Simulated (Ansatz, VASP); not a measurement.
One calculation of SnS, two programs

```
Sn S
1.0
    11.45098    0.00000    0.00000
     0.00000    4.01790    0.00000
     0.00000    0.00000    4.45787
Sn S
4 4
Direct
  0.62123 0.25000 0.36958
  0.37877 0.75000 0.63042
  0.87877 0.75000 0.86958
  0.12123 0.25000 0.13042
  0.34962 0.25000 0.02313
  0.65038 0.75000 0.97687
  0.15038 0.75000 0.52313
  0.84962 0.25000 0.47687
```

Alike in both runs: functional PBE; k mesh 4 × 8 × 6; occupations gaussian, width 0.02 eV; no spin polarisation.

Ansatz relaxed the structure, and its values are those at the end. VASP's run is a single point on that final structure, the one shown.

|  | VASP | Ansatz |
| --- | --- | --- |
| version | VASP 6.6.1 | Ansatz 0.2.0 |
| potentials or method | VASP PAW PBE potentials, release 64 (Sn_d, S), cutoff 500 eV | scalar-relativistic, plane waves, PAW |
| valence electrons in the cell | 80 | 80 |

```csv
,VASP,Ansatz,Ansatz less VASP
gap on the k mesh at the Fermi level (eV),1.03,1.04,0.000
least direct gap on the mesh (eV),1.33,1.34,+0.006
pressure (GPa),-0.1,0.0,+0.05
rms of the force components (eV/Å),0.007,0.010,+0.0030
```

With one functional, cell and mesh, what is left measures potentials, basis and numerics.
